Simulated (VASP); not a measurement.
CaSe:

```xyz
2
Lattice="0.0000 3.2796 3.2632 3.2796 0.0000 3.2632 3.2796 3.2796 0.0000" Properties=species:S:1:pos:R:3 pbc="T T T"
Ca    0.0000    0.0000    0.0000
Se    1.6398    1.6398    1.6316
```

This cell differs from its parent crystal: uniaxial z strain -0.5%.

Base run:

| Item | Value |
| --- | --- |
| Program | VASP 6.6.1 |
| Functional | PBE |
| Potentials or basis | VASP PAW PBE potentials, release 64 (Ca_sv, Se) |
| Cutoff | 520 eV |
| k mesh | 6 × 6 × 6 |
| Occupations | fermi-dirac, width 0.02 eV |
| Spin | no spin polarisation |

Its results: band gap on the k mesh 3.22 eV (least direct gap 3.31 eV); pressure 0.7 GPa.

Problem. The run is repeated on the same cell with these changes: functional from PBE to r2SCAN; occupations from fermi-dirac, width 0.02 eV to gaussian, width 0.01 eV. What comes out?

Solution. Band gap on the k mesh 3.70 eV (least direct gap 3.79 eV); pressure 0.4 GPa.

Caveats: the structure was generated, so it needn't be the stable form of CaSe; the PAW data sets were made with another functional, which shifts forces and pressure a little (at least some runs).

A k mesh can miss the band edges.
